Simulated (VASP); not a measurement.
## Eu2H4: single point with PBE

Eu2H4, in a box:

```
CELL_PARAMETERS angstrom
11.81000 0.00000 0.00000
0.00000 10.40000 0.00000
0.00000 0.00000 16.08000
ATOMIC_POSITIONS crystal
Eu 0.50011 0.56740 0.60866
Eu 0.50011 0.43269 0.39151
H 0.61918 0.50005 0.50009
H 0.38103 0.50005 0.50009
H 0.50011 0.44788 0.72032
H 0.50011 0.55221 0.27985
```

```yaml
Program: VASP 6.6.1
Task: single point
Functional: PBE
Potentials_or_basis: VASP PAW PBE potentials, release 64 (Eu, H)
Cutoff: 520 eV
k_mesh: 1 × 1 × 1
Occupations: gaussian, width 0.01 eV
Spin: collinear spin, ferromagnetic start
Starting_moments: "[7.0, 7.0, 0.0, 0.0, 0.0, 0.0] μB"
```

```
Largest force                                         : 0.370 eV/Å
Gap between the frontier levels                       : 0.74 eV
Net moment                                            : 14.00 μB per cell
Site moments                                          : Eu +6.70; H -0.01, -0.02 (each value once) μB
Valence electrons inside the program's atomic spheres : Eu 14.82; H 0.52, 0.51 (each value once)
```

Forces on the atoms (eV/Å):
```
Eu   0.000 -0.311 -0.201
Eu   0.000  0.311  0.201
H   -0.191  0.000  0.000
H    0.191  0.000  0.000
H    0.000  0.134 -0.299
H    0.000 -0.134  0.299
```

Levels at points of the mesh, in eV from the valence-band top:
Spin up:
```tsv
k point	band 24	band 25	band 26	band 27	band 28	band 29
(0.00, 0.00, 0.00)	-0.01	-0.01	0.00	0.74	0.95	1.29
```
Spin down:
| k point | band 8 | band 9 | band 10 | band 11 | band 12 | band 13 | band 14 | band 15 | band 16 | band 17 |
| --- | --- | --- | --- | --- | --- | --- | --- | --- | --- | --- |
| (0.00, 0.00, 0.00) | -18.01 | -3.43 | -2.69 | -1.69 | -1.53 | 1.21 | 1.34 | 1.71 | 2.06 | 2.21 |

Wall time 27 min on 1 thread of Intel(R) Xeon(R) Platinum 8375C CPU @ 2.90GHz (Ice Lake), with other jobs on the host, peak memory 2.1 GiB.

Caveat: spin-orbit coupling is left out, which moves the levels of the heavy elements; semilocal functionals describe open f shells poorly, which spoils levels, moments and volumes. The state reached can hang on the start; a lower one may exist.
